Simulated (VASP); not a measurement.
Here is a VASP 6.6.1 calculation.

Contents of INCAR:

```
  PREC = Accurate
  ENCUT = 500
  EDIFF = 1E-6
  ISMEAR = 1
  SIGMA = 0.05
  LREAL = F
  LASPH = T
  NELM = 200
  ALGO = Normal
  ISIF = 2
  LWAVE = F
  LCHARG = F
  GGA = PS
  NBANDS = 12
  GGA_COMPAT = F
  LMAXMIX = 6
```

The input KPOINTS:

```
Automatic mesh
0
Gamma
  6 6 6
```

The input POSCAR:

```
La
1.0
    3.9650000000      0.0000000000      0.0000000000
    0.0000000000      3.9650000000      0.0000000000
    0.0000000000      0.0000000000      3.9650000000
La
1
Direct
    0.5000000000      0.5000000000      0.5000000000
```

Potentials or basis: VASP PAW PBE potentials, release 64 (La).

Run with:

```console
$ cat potpaw_PBE.64/La/POTCAR > POTCAR
$ mpirun -np 1 vasp_std > vasp.out
```

(1) Estimate the pressure.

## Answers

(1) -5.8 GPa.

Caveat: the PAW data sets were made with another functional, which shifts forces and pressure a little.
